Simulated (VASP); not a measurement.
Input of a VASP 6.6.1 run:

INCAR

```
  ALGO = Normal
  EDIFF = 1E-7
  ENCUT = 520
  GGA = PE
  ISIF = 2
  ISMEAR = -1
  LASPH = T
  LCHARG = F
  LREAL = F
  LWAVE = F
  NBANDS = 11
  NELM = 80
  PREC = Accurate
  SIGMA = 0.02
```

The input KPOINTS:

```
k-points
0
Gamma
  17 17 17
```

The input POSCAR:

```
SiC
1.0
    0.0000000000      2.1790000000      2.2007900000
    2.1790000000      0.0000000000      2.2007900000
    2.1790000000      2.1790000000      0.0000000000
Si C
1 1
Direct
    0.0000000000      0.0000000000      0.0000000000
    0.2500000000      0.2500000000      0.2500000000
```

Potentials or basis: VASP PAW PBE potentials, release 64 (Si, C).

Launch:

```sh
$ cat potpaw_PBE.64/Si/POTCAR potpaw_PBE.64/C/POTCAR > POTCAR
$ mpirun -np 1 vasp_std > vasp.out
```

**Question.** Predict the band gap on the k mesh.

**Answer.** 1.35 eV, indirect (least direct gap 4.54 eV).

**Question.** Estimate the pressure.

**Answer.** 1.0 GPa.

Stress tensor (GPa, compression positive):
```
 1.88  0.00  0.00
 0.00  1.88  0.00
 0.00  0.00 -0.73
```

Caveat: the cell differs from its parent crystal (z stretched by +1 %, then relaxed in part). A k mesh can miss the band edges.
